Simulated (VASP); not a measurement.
GaN:

```
Ga N
1.0
     0.00000    2.09165    2.09165
     2.09165    0.00000    2.09165
     2.09165    2.09165    0.00000
Ga N
1 1
Cartesian
  0.0000 0.0000 0.0000
  2.0916 2.0916 2.0916
```

This cell differs from its parent crystal: volume scaled by 0.94.

Base run:

| Item | Value |
| --- | --- |
| Program | VASP 6.6.1 |
| Functional | PBE |
| Potentials or basis | VASP PAW PBE potentials, release 64 (Ga_d, N) |
| Cutoff | 520 eV |
| k mesh | 11 × 11 × 11 |
| Occupations | fermi-dirac, width 0.05 eV |
| Spin | no spin polarisation |

Its results: band gap on the k mesh 0.93 eV, indirect (least direct gap 3.14 eV); pressure 15.4 GPa.

**Question.** The run is repeated on the same cell with these changes: functional from PBE to PBEsol. What comes out?

**Answer.** Band gap on the k mesh 0.85 eV, indirect (least direct gap 3.15 eV); pressure 6.9 GPa.

PBEsol binds more tightly than PBE, so the same cell stands under less pressure.

Caveats: the PAW data sets were made with another functional, which shifts forces and pressure a little (some runs).

A k mesh can miss the band edges.
